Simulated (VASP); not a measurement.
Here is a VASP 6.6.1 calculation.

The input INCAR:

```
PREC = Accurate
ENCUT = 520
EDIFF = 1E-6
ISMEAR = -1
SIGMA = 0.05
LREAL = False
LASPH = True
NELM = 100
ALGO = Normal
ISIF = 2
LWAVE = False
LCHARG = True
LELF = True
LVHAR = True
NBANDS = 38
```

Contents of KPOINTS:

```
Automatic mesh
0
Gamma
  7 7 4
```

Contents of POSCAR:

```
TaSi2
1.0
    4.7286344401      0.0000000000      0.0000000000
   -2.3643172201      4.0951175504      0.0000000000
    0.0000000000      0.0000000000      6.5255288898
Ta Si
3 6
Direct
    0.0000000000      0.5000000000      0.3333333333
    0.5000000000      0.5000000000      0.6666666667
    0.5000000000      0.0000000000      0.0000000000
    0.3194674371      0.1597337185      0.3333333333
    0.1597337185      0.8402662815      0.6666666667
    0.8402662815      0.6805325629      0.0000000000
    0.6805325629      0.8402662815      0.3333333333
    0.8402662815      0.1597337185      0.6666666667
    0.1597337185      0.3194674371      0.0000000000
```

Potentials or basis: VASP PAW LDA potentials, release 64 (Ta_pv, Si).

Run with:

```bash
$ cat potpaw_LDA.64/Ta_pv/POTCAR potpaw_LDA.64/Si/POTCAR > POTCAR
$ mpirun -np 1 vasp_std > vasp.out
```

Task: Estimate the largest force.

Result: 0.013 eV/Å.

Task: Predict the pressure.

Result: 0.6 GPa.

Stress tensor (GPa, compression positive):
```
0.60 0.00 0.00
0.00 0.60 0.00
0.00 0.00 0.72
```
